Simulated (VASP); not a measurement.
Set up this calculation in VASP 6.6.1, as the native input.

```
Task                   : single point
Functional             : PBEsol
Potentials or basis    : VASP PAW PBE potentials, release 64 (Te)
Cutoff                 : 520 eV
k mesh                 : 15 × 15 × 15
Occupations            : fermi-dirac, width 0.05 eV
Spin                   : no spin polarisation
Dipole correction      : no
Further INCAR settings : ALGO = Normal; EDIFF = 1e-06; NBANDS = 9
```

The structure of Te lies in POSCAR:

```
Te
1.0
   -1.4492968931      1.4492968931      1.4492968931
    1.4492968931     -1.4492968931      1.4492968931
    1.4492968931      1.4492968931     -1.4492968931
Te
1
Direct
    0.0000000000      0.0000000000      0.0000000000
```

This cell differs from its parent crystal: volume scaled by 0.45.

These files were run (other wordings do the same):

INCAR

```
PREC     = Accurate       # precision mode
ENCUT    = 520            # plane-wave cutoff, eV
EDIFF    = 1E-6           # SCF threshold, eV
ISMEAR   = -1             # smearing method
SIGMA    = 0.05           # smearing width, eV
LREAL    = False          # projectors in reciprocal space
LASPH    = True           # aspherical terms in the spheres
NELM     = 100            # most SCF steps
ALGO     = Normal         # electronic algorithm
ISIF     = 2              # what is computed and relaxed
LWAVE    = False          # write WAVECAR
LCHARG   = True           # write CHGCAR
GGA      = PS             # functional
LELF     = True           # ELF
LVHAR    = True         
NBANDS   = 9              # bands
```

KPOINTS

```
Automatic mesh
0
Gamma
  15 15 15
```

Potentials or basis: VASP PAW PBE potentials, release 64 (Te).

Run with:

```console
$ cat potpaw_PBE.64/Te/POTCAR > POTCAR
$ mpirun -np 1 vasp_std > vasp.out
```

Results of the run:

```
Pressure               : 329.6 GPa
Band gap on the k mesh : zero (band 3 reaches 34.63 eV, above the bottom of band 4 at 17.54 eV)
```

Caveat: the PAW data sets were made with another functional, which shifts forces and pressure a little; spin-orbit coupling is left out, which moves the levels of the heavy elements.

Wall time 13 s on 1 thread of Intel(R) Xeon(R) Platinum 8488C (Sapphire Rapids), with other jobs on the host, peak memory 0.13 GiB.
